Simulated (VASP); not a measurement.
# C18Se in VASP: single point with PBE

Aim: the single point of C18Se with PBE.

Program: VASP 6.6.1. These are calculated values, not measurements. Logs are shortened: lines on timing, memory, paths and dates and some standing lists are left out, and cuts for length are marked.

## (1) The cell of the first run

The cell holds a slab with vacuum, 19 atoms: a = 7.398 Å, b = 7.398 Å, c = 13.000 Å, α = 90.00°, β = 90.00°, γ = 120.00°.

## (2) Single point, PBE

The input, INCAR:

```
SYSTEM = C18Se
PREC     = Accurate       ! precision mode
ENCUT    = 520            ! plane-wave cutoff, eV
EDIFF    = 1E-6           ! SCF threshold, eV
ISMEAR   = -1             ! smearing method
SIGMA    = 0.05           ! smearing width, eV
LREAL    = Auto         
LASPH    = .True.         ! aspherical terms in the spheres
NELM     = 100            ! most SCF steps
ALGO     = Normal         ! electronic algorithm
ISIF     = 2              ! what is computed and relaxed
LWAVE    = .False.        ! write WAVECAR
LCHARG   = .False.        ! write CHGCAR
GGA      = PE             ! functional
NBANDS   = 54             ! bands
```

The input, KPOINTS:

```
regular mesh
0
Gamma
  2 2 1
  0 0 0
```

The input, POSCAR:

```
C18Se
1.0
    7.3980000000      0.0000000000      0.0000000000
   -3.6990000000      6.4068560000      0.0000000000
    0.0000000000      0.0000000000     13.0000000000
C Se
18 1
Direct
   -0.0058415051     -0.0040447296      0.0698451538
    0.2161503295      0.1069221784      0.0720718462
   -0.0057444632      0.3285132364      0.0750776154
    0.2161168437      0.4403969747      0.0728590000
   -0.0057948915      0.6635078110      0.0741816923
    0.2161705719      0.7734706383      0.0722323846
    0.3264724136     -0.0054131075      0.0728697692
    0.5477275183      0.1028905597      0.0779961538
    0.3264127850      0.3295722582      0.0733599231
    0.5478137303      0.4425996152      0.0783048462
    0.3271698770      0.6623876048      0.0729674615
    0.5485556303      0.7731642478      0.0708022308
    0.6597197420     -0.0049757635      0.0721360000
    0.8830817812      0.1074122783      0.0716678462
    0.6589233445      0.3282386868      0.0923221538
    0.8853684505      0.4416347113      0.0831936923
    0.6598258022      0.6624845322      0.0717157692
    0.8831446180      0.7735382222      0.0707964615
    0.6832510708      0.3466689434      0.2554076923
```

Potentials or basis: VASP PAW PBE potentials, release 64 (C, Se).

The run is started by

```bash
$ cat potpaw_PBE.64/C/POTCAR potpaw_PBE.64/Se/POTCAR > POTCAR
$ mpirun -np 1 vasp_std > vasp.out
```

OUTCAR:

```text
SYSTEM = C18Se
   PREC = Accurate
   ENCUT = 520
   EDIFF = 1E-6
   ISMEAR = -1
   LREAL = Auto
   LASPH = .True.
   NELM = 100
   ISIF = 2
   GGA = PE

 ion  position               nearest neighbor table
   1  0.994  0.996  0.070-   2 1.42  18 1.43  14 1.43
   2  0.216  0.107  0.072-   1 1.42   7 1.43   9 1.43
   3  0.994  0.329  0.075-  14 1.42   4 1.42  16 1.43
   4  0.216  0.440  0.073-   9 1.42   3 1.42  11 1.42
   5  0.994  0.664  0.074-  18 1.42   6 1.42  16 1.43
   6  0.216  0.773  0.072-   7 1.42   5 1.42  11 1.42
   7  0.326  0.995  0.073-   6 1.42   8 1.42   2 1.43
   8  0.548  0.103  0.078-  13 1.41   7 1.42  15 1.46
   9  0.326  0.330  0.073-   4 1.42  10 1.42   2 1.43
  10  0.548  0.443  0.078-  17 1.41   9 1.42  15 1.46
  11  0.327  0.662  0.073-  12 1.42   4 1.42   6 1.42
  12  0.549  0.773  0.071-  11 1.42  13 1.42  17 1.42
  13  0.660  0.995  0.072-   8 1.41  12 1.42  14 1.43
  14  0.883  0.107  0.072-   3 1.42   1 1.43  13 1.43
  15  0.659  0.328  0.092-  16 1.46   8 1.46  10 1.46  19 2.13
  16  0.885  0.442  0.083-   3 1.43   5 1.43  15 1.46
  17  0.660  0.662  0.072-  10 1.41  12 1.42  18 1.43
  18  0.883  0.774  0.071-   5 1.42   1 1.43  17 1.43
  19  0.683  0.347  0.255-  15 2.13

  LATTYP: Found a hexagonal cell.
 ALAT       =     7.3980000000
 C/A-ratio  =     1.7572316842

  Lattice vectors:

 A1 = (   7.3980000000,   0.0000000000,   0.0000000000)
 A2 = (  -3.6990000000,   6.4068560000,   0.0000000000)
 A3 = (   0.0000000000,   0.0000000000,  13.0000000000)

Analysis of symmetry for initial positions (statically):
=====================================================================
 Subroutine PRICEL returns:
 Original cell was already a primitive cell.

 Routine SETGRP: Setting up the symmetry group for a
 hexagonal supercell.

 Subroutine GETGRP returns: Found  1 space group operations
 (whereof  1 operations were pure point group operations)
 out of a pool of 24 trial point group operations.

The static configuration has the point symmetry C_1 .

Analysis of symmetry for dynamics (positions and initial velocities):
=====================================================================
 Subroutine PRICEL returns:
 Original cell was already a primitive cell.

 Routine SETGRP: Setting up the symmetry group for a
 hexagonal supercell.

 Subroutine GETGRP returns: Found  1 space group operations
[... 118 lines left out ...]
   EDIFFG = 0.1E-04   stopping-criterion for IOM
   NSW    =      0    number of steps for IOM
   IBRION =     -1    ionic relax: 0-MD 1-quasi-New 2-CG
   NFREE  =      0    steps in history (QN), initial steepest desc. (CG)
   ISIF   =      2    stress and relaxation
   ISYM   =      2    0-nonsym 1-usesym 2-fastsym
   POTIM  = 0.5000    time-step for ionic-motion
   TEBEG  =    0.0;   TEEND  =   0.0 temperature during run
   PSTRESS=    0.0 pullay stress
   NELECT =      78.0000    total number of electrons
   NUPDOWN=      -1.0000    fix difference up-down
   EMIN   =  10.00;   EMAX   =-10.00  energy-range for DOS
   EFERMI =   0.00;   METHOD = LEGACY
   ISMEAR =    -1;   SIGMA  =   0.05  broadening in eV -4-tet -1-fermi 0-gaus
   EFERMI_NEDOS =   21; number of points for ismear=-14 and -15
   IALGO  =     38    algorithm
   IMIX   =      4    mixing-type and parameters
     AMIX     =   0.40;   BMIX     =  1.00
     AMIX_MAG =   1.60;   BMIX_MAG =  1.00
  volume/ion in A,a.u.               =      32.43       218.85
  Fermi-wavevector in a.u.,A,eV,Ry     =   0.822001  1.553356  9.193253  0.675685
  Thomas-Fermi vector in A             =   1.933259
   LORBIT       =      0    0 simple, 1 ext, 2 COOP (PROOUT), +10 PAW based schemes
   GGA     = PE    functional components
   LHFCALC =     F    Hartree Fock is set to
   AEXX    =    0.0000 exact exchange contribution
   IVDW    =     0    specifies the selected vdW correction
   LEPSILON=     F    determine dielectric tensor
   LRPA    =     F    only Hartree local field effects (RPA)
 non-spin polarized calculation
  energy-cutoff  :      520.00
  volume of cell :      616.17
 maximum number of plane-waves:     16651
 NGX is ok and might be reduce to    56
   NGX = 27   NGY = 27   NGZ = 49

 number of electron      77.9999998 magnetization

 Free energy of the ion-electron system (eV)
  ---------------------------------------------------
  ext. energy  EPLUGINS =         0.00000000
  ---------------------------------------------------
  free energy    TOTEN  =      -166.75074947 eV

  energy without entropy =     -166.71626540  energy(sigma->0) =     -166.73350744

 E-fermi :  -1.9152     XC(G=0):  -3.8745

 val. band max:       -1.9711371795   @ k =   0.0000   0.0000   0.0000
 cond. band min:      -1.8324200700   @ k =   0.0000   0.0000   0.0000
 fundamental gap:      0.1387171095
 Fermi energy:        -1.9151527905

 k-point     1 :       0.0000    0.0000    0.0000
  band No.  band energies     occupation
      1     -21.6501      2.00000
      2     -19.3473      2.00000
      3     -19.0602      2.00000
      4     -19.0568      2.00000
      5     -18.9791      2.00000
      6     -18.9628      2.00000
[... 205 lines left out ...]
     50       3.8322      0.00000
     51       4.1499      0.00000
 [bands above 51 left out]

------------------------ aborting loop because EDIFF is reached ----------------------------------------

  FORCE on cell =-STRESS in cart. coord.  units (eV):
  Direction    XX          YY          ZZ          XY          YZ          ZX
  --------------------------------------------------------------------------------------
  -------------------------------------------------------------------------------------
  Total        2.5380217      2.3778204     -0.1191556      0.2991961      0.0173598      0.2691139
  in kB        6.5993820      6.1828254     -0.3098293      0.7779718      0.0451390      0.6997518
  external PRESSURE =       4.1574594 kB  Pullay stress =       0.0000000 kB

 VOLUME and BASIS-vectors are now :
 -----------------------------------------------------------------------------
  energy-cutoff  :      520.00
  volume of cell :      616.17
      direct lattice vectors                 reciprocal lattice vectors
     7.398000000  0.000000000  0.000000000     0.135171668  0.078041398  0.000000000
    -3.699000000  6.406856000  0.000000000     0.000000000  0.156082796  0.000000000
     0.000000000  0.000000000 13.000000000     0.000000000  0.000000000  0.076923077

 POSITION                                       TOTAL-FORCE (eV/Angst)
 -----------------------------------------------------------------------------------
      3.67075      6.38094      0.90799        -0.019801      0.012409     -0.001152
      1.20357      0.68504      0.93693        -0.017662      0.026272     -0.000122
      6.14033      2.10474      0.97601        -0.027700     -0.005080      0.013256
     -0.03020      2.82156      0.94717         0.012002     -0.015682     -0.000529
      4.90081      4.25100      0.96436         0.010729     -0.002721      0.024430
     -1.26184      4.95551      0.93902        -0.006568     -0.036935      0.012191
[... 11 lines left out ...]
      3.67219      4.95595      0.92035        -0.016378     -0.009737      0.000982
      3.77236      2.22106      3.32030         0.114488      0.002223      0.004016
 -----------------------------------------------------------------------------------
    total drift:                                0.008678     -0.010154      0.014941

  FREE ENERGIE OF THE ION-ELECTRON SYSTEM (eV)
  ---------------------------------------------------
  free  energy   TOTEN  =      -166.7507494682 eV

  energy  without entropy=     -166.7162654021  energy(sigma->0) =     -166.73350744
```

OSZICAR:

```text
N       E                     dE             d eps       ncg     rms          rms(c)
DAV:   1     0.671630544690E+03    0.67163E+03   -0.30658E+04   432   0.114E+03
DAV:   2    -0.692000404217E+02   -0.74083E+03   -0.70903E+03   634   0.275E+02
DAV:   3    -0.175832999384E+03   -0.10663E+03   -0.10547E+03   528   0.109E+02
[... 17 lines left out ...]
DAV:  21    -0.166750740424E+03   -0.18604E-04   -0.15633E-06   380   0.284E-03    0.681E-04
DAV:  22    -0.166750746442E+03   -0.60182E-05   -0.71096E-07   376   0.179E-03    0.299E-04
DAV:  23    -0.166750748355E+03   -0.19136E-05   -0.21349E-07   320   0.975E-04    0.174E-04
DAV:  24    -0.166750749403E+03   -0.10479E-05   -0.10410E-07   296   0.661E-04    0.158E-04
DAV:  25    -0.166750749468E+03   -0.64960E-07   -0.24379E-08   332   0.361E-04
   1 F= -.16675075E+03 E0= -.16673351E+03  d E =-.344841E-01
```

stdout:

```text
POSCAR found type information on POSCAR C Se
 POSCAR found :  2 types and      19 ions
 scaLAPACK will be used
 LDA part: xc-table for (Slater+PW92), standard interpolation
 POSCAR, INCAR and KPOINTS ok, starting setup
 FFT: planning ... GRIDC
 FFT: planning ... GRID_SOFT
 FFT: planning ... GRID
 WAVECAR not read
 entering main loop
```

Run time: 2.5 min. Hardware: 1 thread of Intel Xeon 6975P-C (Granite Rapids), shared host; peak memory 0.62 GiB.

Results:

```
Free energy            : -166.7507 eV
Largest force          : 0.115 eV/Å
Band gap on the k mesh : 0.14 eV
```

Forces in eV/Å, atoms in the order of the input:
```
C   -0.020  0.012 -0.001
C   -0.018  0.026  0.000
C   -0.028 -0.005  0.013
C    0.012 -0.016 -0.001
C    0.011 -0.003  0.024
C   -0.007 -0.037  0.012
C    0.023  0.011 -0.003
C    0.009 -0.015 -0.013
C   -0.018 -0.017 -0.010
C    0.001  0.005 -0.025
C   -0.029  0.033  0.006
C    0.014 -0.044 -0.013
C   -0.039  0.037 -0.018
C    0.026  0.000 -0.010
C   -0.011 -0.005 -0.001
C   -0.008  0.003  0.046
C   -0.016  0.020 -0.012
C   -0.016 -0.010  0.001
Se   0.114  0.002  0.004
```

Levels at points of the mesh, in eV from the valence-band top:
| k point | band 37 | band 38 | band 39 | band 40 | band 41 | band 42 |
| --- | --- | --- | --- | --- | --- | --- |
| (0.00, 0.00, 0.00) | -0.92 | -0.77 | 0.00 | 0.14 | 0.27 | 1.59 |
| (0.50, 0.00, 0.00) | -2.47 | -0.59 | -0.52 | 0.20 | 1.96 | 2.40 |
| (0.00, 0.50, 0.00) | -2.44 | -0.63 | -0.55 | 0.31 | 1.88 | 2.44 |
| (0.50, 0.50, 0.00) | -2.45 | -0.60 | -0.57 | 0.29 | 1.89 | 2.44 |

Caveat: the k points lie up to 0.49 Å⁻¹ apart.
